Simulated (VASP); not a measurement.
# Ta4N3 (I4/mmm) in VASP: a series of runs

The runs below take Ta4N3 through single point, with r2SCAN.

All numbers are computed with VASP 6.6.1; they aren't measurements. Logs are shortened: lines on timing, memory, paths and dates and some standing lists are left out, and cuts for length are marked.

## 1. The cell of the first run

It takes space group I4/mmm (No. 139, tetragonal). Conventional cell: a = 4.423 Å, b = 4.423 Å, c = 8.667 Å, α = 90.00°, β = 90.00°, γ = 90.00°. Within 3.0 Å of Ta (site symmetry mmm) lie 4 N at 2.17 to 2.21 Å and 4 Ta at 2.98 Å. Within 3.0 Å of Ta (site symmetry 4mm) lie 5 N at 2.22 to 2.33 Å and 4 Ta at 2.98 Å. Within 2.9 Å of N (site symmetry -4m2) lie 6 Ta at 2.17 to 2.22 Å. N (site symmetry 4/mmm) has 6 Ta at 2.21 to 2.33 Å within 2.9 Å.

## 2. Single point, r2SCAN (12.11 Å³/atom)

POSCAR reads:

```
Ta4N3
1.0
   -2.2114527513      2.2114527513      4.3336768346
    2.2114527513     -2.2114527513      4.3336768346
    2.2114527513      2.2114527513     -4.3336768346
Ta N
4 3
Direct
    0.0000000000      0.5000000000      0.5000000000
    0.2687792988      0.2687792988      0.0000000000
    0.5000000000      0.0000000000      0.5000000000
    0.7312207012      0.7312207012      0.0000000000
    0.7500000000      0.2500000000      0.5000000000
    0.0000000000      0.0000000000      0.0000000000
    0.2500000000      0.7500000000      0.5000000000
```

INCAR.step1 reads:

```
SYSTEM = Ta4N3
ALGO = Normal ; EDIFF = 1E-4
ENCUT = 520 ; GGA = PE
ISMEAR = 0 ; LASPH = .TRUE.
LCHARG = .FALSE. ; LREAL = .FALSE.
LWAVE = .TRUE. ; NBANDS = 38
NELM = 100 ; PREC = Accurate
SIGMA = 0.1
```

INCAR.step2 reads:

```
SYSTEM = Ta4N3
ALGO = Normal ; EDIFF = 1E-6
ENCUT = 520 ; ISIF = 2
ISMEAR = 0 ; ISTART = 1
LASPH = .TRUE. ; LCHARG = .FALSE.
LMIXTAU = .TRUE. ; LREAL = .FALSE.
LWAVE = .FALSE. ; METAGGA = R2SCAN
NBANDS = 38 ; NELM = 100
PREC = Accurate ; SIGMA = 0.1
```

KPOINTS reads:

```
k-points
0
G
  12 12 12
  0 0 0
```

Potentials or basis: VASP PAW PBE potentials, release 64 (Ta_pv, N).

Command:

```
$ cat potpaw_PBE.64/Ta_pv/POTCAR potpaw_PBE.64/N/POTCAR > POTCAR
$ cp INCAR.step1 INCAR
$ mpirun -np 1 vasp_std > vasp.out
$ cp INCAR.step2 INCAR
$ mpirun -np 1 vasp_std > vasp.out
```

OUTCAR:

```text
SYSTEM = Ta4N3
   EDIFF = 1E-6
   ENCUT = 520
   ISIF = 2
   ISMEAR = 0
   ISTART = 1
   LASPH = .TRUE.
   LREAL = .FALSE.
   METAGGA = R2SCAN
   NELM = 100
   PREC = Accurate

 ion  position               nearest neighbor table
   1  0.000  0.500  0.500-   5 2.17   7 2.17   6 2.21   6 2.21   4 2.98   4 2.98   2 2.98   2 2.98
                             3 3.13   3 3.13   3 3.13   3 3.13   2 3.21   4 3.21   2 3.21   4 3.21
   2  0.269  0.269  0.000-   5 2.22   7 2.22   7 2.22   5 2.22   6 2.33   1 2.98   3 2.98   3 2.98
                             1 2.98   4 3.14   4 3.14   4 3.14   4 3.14   3 3.21   3 3.21   1 3.21
   3  0.500  0.000  0.500-   5 2.17   7 2.17   6 2.21   6 2.21   4 2.98   4 2.98   2 2.98   2 2.98
                             1 3.13   1 3.13   1 3.13   1 3.13   4 3.21   4 3.21   2 3.21   2 3.21
   4  0.731  0.731  0.000-   7 2.22   5 2.22   5 2.22   7 2.22   6 2.33   3 2.98   1 2.98   3 2.98
                             1 2.98   2 3.14   2 3.14   2 3.14   2 3.14   3 3.21   1 3.21   1 3.21
   5  0.750  0.250  0.500-   1 2.17   3 2.17   2 2.22   4 2.22   2 2.22   4 2.22
   6  0.000  0.000  0.000-   1 2.21   3 2.21   1 2.21   3 2.21   2 2.33   4 2.33
   7  0.250  0.750  0.500-   1 2.17   3 2.17   2 2.22   4 2.22   2 2.22   4 2.22

  LATTYP: Found a body centered tetragonal cell.
 ALAT       =     4.4229055026
 C/A-ratio  =     1.9596515603

  Lattice vectors:

 A1 = (  -2.2114527513,   2.2114527513,   4.3336768346)
 A2 = (   2.2114527513,  -2.2114527513,   4.3336768346)
 A3 = (   2.2114527513,   2.2114527513,  -4.3336768346)

Analysis of symmetry for initial positions (statically):
=====================================================================
 Subroutine PRICEL returns:
 Original cell was already a primitive cell.

 Routine SETGRP: Setting up the symmetry group for a
 body centered tetragonal supercell.

 Subroutine GETGRP returns: Found 16 space group operations
 (whereof 16 operations were pure point group operations)
 out of a pool of 16 trial point group operations.

The static configuration has the point symmetry D_4h.

Analysis of symmetry for dynamics (positions and initial velocities):
=====================================================================
 Subroutine PRICEL returns:
 Original cell was already a primitive cell.

 Routine SETGRP: Setting up the symmetry group for a
 body centered tetragonal supercell.

 Subroutine GETGRP returns: Found 16 space group operations
 (whereof 16 operations were pure point group operations)
 out of a pool of 16 trial point group operations.

The dynamic configuration has the point symmetry D_4h.

 Subroutine INISYM returns: Found 16 space group operations
 (whereof 16 operations are pure point group operations),
 and found     1 'primitive' translations

----------------------------------------------------------------------------------------

                                     Primitive cell

  volume of cell :      84.7758

  direct lattice vectors                    reciprocal lattice vectors
    -2.211452751  2.211452751  4.333676835     0.000000000  0.226095719  0.115375470
     2.211452751 -2.211452751  4.333676835     0.226095719  0.000000000  0.115375470
     2.211452751  2.211452751 -4.333676835     0.226095719  0.226095719  0.000000000

  length of vectors
     5.344324228  5.344324228  5.344324228     0.253832175  0.253832175  0.319747632

  position of ions in fractional coordinates (direct lattice)
     0.000000000  0.500000000  0.500000000
     0.268779299  0.268779299  0.000000000
     0.500000000  0.000000000  0.500000000
     0.731220701  0.731220701  0.000000000
     0.750000000  0.250000000  0.500000000
     0.000000000  0.000000000  0.000000000
     0.250000000  0.750000000  0.500000000

  ion indices of the primitive-cell ions
   primitive index   ion index
                 1           1
                 2           2
                 3           3
                 4           4
                 5           5
                 6           6
                 7           7

----------------------------------------------------------------------------------------

 KPOINTS: k-points

Automatic generation of k-mesh.
 Grid dimensions read from file:
 generate k-points for:   12   12   12

 Generating k-lattice:

  Cartesian coordinates                     Fractional coordinates (reciprocal lattice)
     0.000000000  0.018841310  0.009614622     0.083333333  0.000000000  0.000000000
     0.018841310  0.000000000  0.009614622     0.000000000  0.083333333  0.000000000
     0.018841310  0.018841310  0.000000000     0.000000000  0.000000000  0.083333333

  Length of vectors
     0.021152681  0.021152681  0.026645636

  Shift w.r.t. Gamma in fractional coordinates (k-lattice)
     0.000000000  0.000000000  0.000000000

 Subroutine IBZKPT returns following result:
 ===========================================

 Found    163 irreducible k-points:

 Following reciprocal coordinates:
            Coordinates               Weight
  0.000000  0.000000  0.000000      1.000000
  0.083333  0.000000 -0.000000      8.000000
  0.166667 -0.000000  0.000000      8.000000
  0.250000 -0.000000  0.000000      8.000000
  0.333333 -0.000000  0.000000      8.000000
  0.416667  0.000000 -0.000000      8.000000
[... 16 lines left out ...]
  0.500000  0.166667  0.000000     16.000000
 -0.416667  0.166667  0.000000     16.000000
 [... further k-points ...]
   k-points           NKPTS =    163   k-points in BZ     NKDIM =    163   number of bands    NBANDS=     38
   number of dos      NEDOS =    301   number of ions     NIONS =      7
   total plane-waves  NPLWV =  64000
   dimension x,y,z NGX =    40 NGY =   40 NGZ =   40
   dimension x,y,z NGXF=    80 NGYF=   80 NGZF=   80
   ions per type =               4   3
   NGX,Y,Z   is equivalent  to a cutoff of  12.44, 12.44, 12.44 a.u.
   NGXF,Y,Z  is equivalent  to a cutoff of  24.89, 24.89, 24.89 a.u.
 SYSTEM =  Ta4N3
   PREC   = accura    normal or accurate (medium, high low for compatibility)
   ISTART =      1    job   : 0-new  1-cont  2-samecut
   ICHARG =      0    charge: 1-file 2-atom 10-const
   ISPIN  =      1    spin polarized calculation?
   LNONCOLLINEAR =      F non collinear calculations
   LSORBIT =      F    spin-orbit coupling
   LASPH  =      T    aspherical Exc in radial PAW
   ENCUT  =  520.0 eV  38.22 Ry    6.18 a.u.   9.94  9.94  9.94*2*pi/ulx,y,z
   NELM   =    100;   NELMIN=  2; NELMDL=  0     # of ELM steps
   EDIFF  = 0.1E-05   stopping-criterion for ELM
   LREAL  =      F    real-space projection
[... 7 lines left out ...]
   TEBEG  =    0.0;   TEEND  =   0.0 temperature during run
   PSTRESS=    0.0 pullay stress
   NELECT =      59.0000    total number of electrons
   NUPDOWN=      -1.0000    fix difference up-down
   EMIN   =  10.00;   EMAX   =-10.00  energy-range for DOS
   EFERMI =   0.00;   METHOD = LEGACY
   ISMEAR =     0;   SIGMA  =   0.10  broadening in eV -4-tet -1-fermi 0-gaus
   EFERMI_NEDOS =   21; number of points for ismear=-14 and -15
   IALGO  =     38    algorithm
   IMIX   =      4    mixing-type and parameters
     AMIX     =   0.40;   BMIX     =  1.00
     AMIX_MAG =   1.60;   BMIX_MAG =  1.00
  volume/ion in A,a.u.               =      12.11        81.73
  Fermi-wavevector in a.u.,A,eV,Ry     =   1.450780  2.741577 28.637033  2.104763
  Thomas-Fermi vector in A             =   2.568353
   LORBIT       =      0    0 simple, 1 ext, 2 COOP (PROOUT), +10 PAW based schemes
   METAGGA = R2SCAN    functional components
   LHFCALC =     F    Hartree Fock is set to
   AEXX    =    0.0000 exact exchange contribution
   IVDW    =     0    specifies the selected vdW correction
   LEPSILON=     F    determine dielectric tensor
   LRPA    =     F    only Hartree local field effects (RPA)
 non-spin polarized calculation
 Gauss-broadening in eV      SIGMA  =   0.10
  energy-cutoff  :      520.00
  volume of cell :       84.78
 maximum number of plane-waves:      2306
   NGX = 19   NGY = 19   NGZ = 19

 number of electron      59.0000002 magnetization

 Free energy of the ion-electron system (eV)
  ---------------------------------------------------
  ext. energy  EPLUGINS =         0.00000000
  ---------------------------------------------------
  free energy    TOTEN  =      -229.10850195 eV

  energy without entropy =     -229.09868332  energy(sigma->0) =     -229.10359264

 E-fermi :   7.9477     XC(G=0): -14.0889

 val. band max:        7.9441318675   @ k =  -0.3333   0.3333   0.0000
 cond. band min:       7.9559087289   @ k =   0.3333   0.2500   0.0833
 fundamental gap:      0.0117768614
 Fermi energy:         7.9477299636

 k-point     1 :       0.0000    0.0000    0.0000
  band No.  band energies     occupation
      1     -29.1077      2.00000
      2     -29.1077      2.00000
      3     -29.0163      2.00000
      4     -28.8233      2.00000
      5     -28.8233      2.00000
      6     -28.6593      2.00000
[... 30 lines left out ...]
     37      11.2782      0.00000
     38      11.8540      0.00000

 k-point     2 :       0.0833    0.0000   -0.0000
  band No.  band energies     occupation
      1     -29.1183      2.00000
      2     -29.1040      2.00000
      3     -29.0040      2.00000
      4     -28.8288      2.00000
      5     -28.8285      2.00000
      6     -28.7031      2.00000
[... 30 lines left out ...]
     37      11.4502      0.00000
     38      11.7586      0.00000

 k-point     3 :       0.1667   -0.0000    0.0000
  band No.  band energies     occupation
      1     -29.1383      2.00000
      2     -29.0928      2.00000
      3     -28.9779      2.00000
      4     -28.8439      2.00000
      5     -28.8428      2.00000
      6     -28.7392      2.00000
[... 30 lines left out ...]
     37      11.5217      0.00000
     38      11.7768      0.00000

 k-point     4 :       0.2500   -0.0000    0.0000
  band No.  band energies     occupation
      1     -29.1515      2.00000
      2     -29.0740      2.00000
      3     -28.9597      2.00000
      4     -28.8689      2.00000
      5     -28.8547      2.00000
      6     -28.7611      2.00000
[... 30 lines left out ...]
     37      11.2732      0.00000
     38      11.8096      0.00000
[... 703 lines left out ...]
      4     -28.8674      2.00000
      5     -28.8176      2.00000
      6     -28.7605      2.00000
[... 30 lines left out ...]
     37      11.2456      0.00000
     38      11.8009      0.00000

 k-point    23 :       0.5000    0.1667    0.0000
  band No.  band energies     occupation
      1     -29.2098      2.00000
      2     -29.1370      2.00000
      3     -28.9204      2.00000
      4     -28.8936      2.00000
      5     -28.8230      2.00000
      6     -28.7704      2.00000
[... 30 lines left out ...]
     37      11.0650      0.00000
     38      11.7598      0.00000

 k-point    24 :      -0.4167    0.1667    0.0000
  band No.  band energies     occupation
      1     -29.2355      2.00000
      2     -29.0907      2.00000
      3     -28.9423      2.00000
      4     -28.8846      2.00000
      5     -28.8181      2.00000
      6     -28.7929      2.00000
[... 30 lines left out ...]
     37      10.9396      0.00000
     38      11.9083      0.00000

 [... further k-points ...]

------------------------ aborting loop because EDIFF is reached ----------------------------------------

  FORCE on cell =-STRESS in cart. coord.  units (eV):
  Direction    XX          YY          ZZ          XY          YZ          ZX
  --------------------------------------------------------------------------------------
  -------------------------------------------------------------------------------------
  Total       -4.0989642     -4.0989642     -4.1103900      0.0000000     -0.0000000      0.0000000
  in kB      -77.4663097    -77.4663097    -77.6822451      0.0000000     -0.0000000      0.0000000
  external PRESSURE =     -77.5382882 kB  Pullay stress =       0.0000000 kB

 VOLUME and BASIS-vectors are now :
 -----------------------------------------------------------------------------
  energy-cutoff  :      520.00
  volume of cell :       84.78
      direct lattice vectors                 reciprocal lattice vectors
    -2.211452751  2.211452751  4.333676835     0.000000000  0.226095719  0.115375470
     2.211452751 -2.211452751  4.333676835     0.226095719  0.000000000  0.115375470
     2.211452751  2.211452751 -4.333676835     0.226095719  0.226095719  0.000000000

 POSITION                                       TOTAL-FORCE (eV/Angst)
 -----------------------------------------------------------------------------------
      2.21145      0.00000      0.00000        -0.000000     -0.000000      0.000000
      0.00000      0.00000      2.32961         0.000000      0.000000      0.057446
      0.00000      2.21145      0.00000        -0.000000     -0.000000      0.000000
      0.00000      0.00000      6.33775         0.000000      0.000000     -0.057446
     -0.00000      2.21145      2.16684        -0.000000     -0.000000     -0.000000
      0.00000      0.00000      0.00000        -0.000000     -0.000000      0.000000
      2.21145     -0.00000      2.16684        -0.000000     -0.000000     -0.000000
 -----------------------------------------------------------------------------------
    total drift:                                0.000000      0.000000     -0.000000

  FREE ENERGIE OF THE ION-ELECTRON SYSTEM (eV)
  ---------------------------------------------------
  free  energy   TOTEN  =      -229.1085019468 eV

  energy  without entropy=     -229.0986833247  energy(sigma->0) =     -229.10359264
```

Run time: 18 min. Hardware: 1 thread of Intel Xeon 6975P-C (Granite Rapids), shared host; peak memory 0.54 GiB.

Results:

```yaml
Free_energy: -229.1085 eV
Pressure: -7.8 GPa
Largest_force: 0.057 eV/Å
Band_gap_on_the_k_mesh: zero (an odd number of electrons rules out a gap without spin polarisation)
```

Forces on the atoms (eV/Å):
```
Ta   0.000  0.000  0.000
Ta   0.000  0.000  0.057
Ta   0.000  0.000  0.000
Ta   0.000  0.000 -0.057
N    0.000  0.000  0.000
N    0.000  0.000  0.000
N    0.000  0.000  0.000
```

Levels at points of the mesh, in eV from the Fermi level:
```
           k point  band 26  band 27  band 28  band 29  band 30  band 31  band 32  band 33  band 34  band 35
(0.00, 0.00, 0.00)    -3.92    -1.24    -1.24    -0.72    -0.69    -0.69     1.05     1.07     1.07     1.52
(0.50, 0.00, 0.00)    -2.61    -1.79    -1.40    -0.49     0.16     0.68     1.03     1.47     2.64     2.68
(0.50, 0.50, 0.00)    -1.91    -1.89    -1.76     1.25     1.37     1.41     2.14     2.32     2.68     2.93
(0.50, 0.50, 0.50)    -4.00    -4.00    -3.37    -2.73     0.59     0.59     1.74     2.47     2.76     2.76
```

Caveat: the cell stands under tension; the PAW data sets were made with another functional, which shifts forces and pressure a little; spin-orbit coupling is left out, which moves the levels of the heavy elements; an odd number of electrons without spin polarisation forces a metal; a magnetic or distorted state may lie lower.

## 3. Single point, r2SCAN (12.46 Å³/atom)

This run uses another cell than the first one, of 12.46 Å³/atom.

POSCAR reads:

```
Ta4N3
1.0
   -2.2324180113      2.2324180113      4.3765254404
    2.2324180113     -2.2324180113      4.3765254404
    2.2324180113      2.2324180113     -4.3765254404
Ta N
4 3
Direct
    0.0000000000      0.5000000000      0.5000000000
    0.2695127107      0.2695127107      0.0000000000
    0.5000000000      0.0000000000      0.5000000000
    0.7304872893      0.7304872893      0.0000000000
    0.7500000000      0.2500000000      0.5000000000
    0.0000000000      0.0000000000      0.0000000000
    0.2500000000      0.7500000000      0.5000000000
```

INCAR.step1 reads:

```
SYSTEM = Ta4N3
  ALGO = Normal
  EDIFF = 1E-4
  ENCUT = 520
  GGA = PE
  ISMEAR = 0
  LASPH = .TRUE.
  LCHARG = .FALSE.
  LREAL = .FALSE.
  LWAVE = .TRUE.
  NBANDS = 38
  NELM = 60
  PREC = Accurate
  SIGMA = 0.1
```

INCAR.step2 reads:

```
SYSTEM = Ta4N3
  ALGO = Normal
  EDIFF = 1E-7
  ENCUT = 520
  ISIF = 2
  ISMEAR = 0
  ISTART = 1
  LASPH = .TRUE.
  LCHARG = .TRUE.
  LELF = .TRUE.
  LMIXTAU = .TRUE.
  LREAL = .FALSE.
  LVHAR = .TRUE.
  LWAVE = .FALSE.
  METAGGA = R2SCAN
  NBANDS = 38
  NELM = 60
  PREC = Accurate
  SIGMA = 0.1
```

KPOINTS is that of step 2.

Potentials or basis: VASP PAW PBE potentials, release 64 (Ta_pv, N).

Command:

```
$ cat potpaw_PBE.64/Ta_pv/POTCAR potpaw_PBE.64/N/POTCAR > POTCAR
$ cp INCAR.step1 INCAR
$ mpirun -np 1 vasp_std > vasp.out
$ cp INCAR.step2 INCAR
$ mpirun -np 1 vasp_std > vasp.out
```

Wall time 75 min (1 thread of Oxide Virtual Turin-like, shared host); peak memory 0.52 GiB.

It converged, with:

| Property | Result |
| --- | --- |
| Free energy | -228.9295 eV |
| Pressure | -15.6 GPa |
| Largest force | 0.053 eV/Å |
| Band gap on the k mesh | zero (an odd number of electrons rules out a gap without spin polarisation) |

Forces on the atoms (eV/Å):
```
Ta   0.000  0.000  0.000
Ta   0.000  0.000  0.053
Ta   0.000  0.000  0.000
Ta   0.000  0.000 -0.053
N    0.000  0.000  0.000
N    0.000  0.000  0.000
N    0.000  0.000  0.000
```

Levels at points of the mesh, in eV from the Fermi level:
```tsv
k point	band 27	band 28	band 29	band 30	band 31	band 32	band 33	band 34
(0.00, 0.00, 0.00)	-1.20	-1.20	-0.67	-0.67	-0.67	1.03	1.04	1.04
(0.50, 0.00, 0.00)	-1.75	-1.37	-0.48	0.19	0.67	0.98	1.43	2.56
(0.50, 0.50, 0.00)	-1.85	-1.71	1.20	1.33	1.37	2.03	2.23	2.57
(0.50, 0.50, 0.50)	-3.93	-3.22	-2.62	0.54	0.54	1.70	2.38	2.64
```

Caveat: the cell stands under tension; the PAW data sets were made with another functional, which shifts forces and pressure a little; spin-orbit coupling is left out, which moves the levels of the heavy elements; an odd number of electrons without spin polarisation forces a metal; a magnetic or distorted state may lie lower.
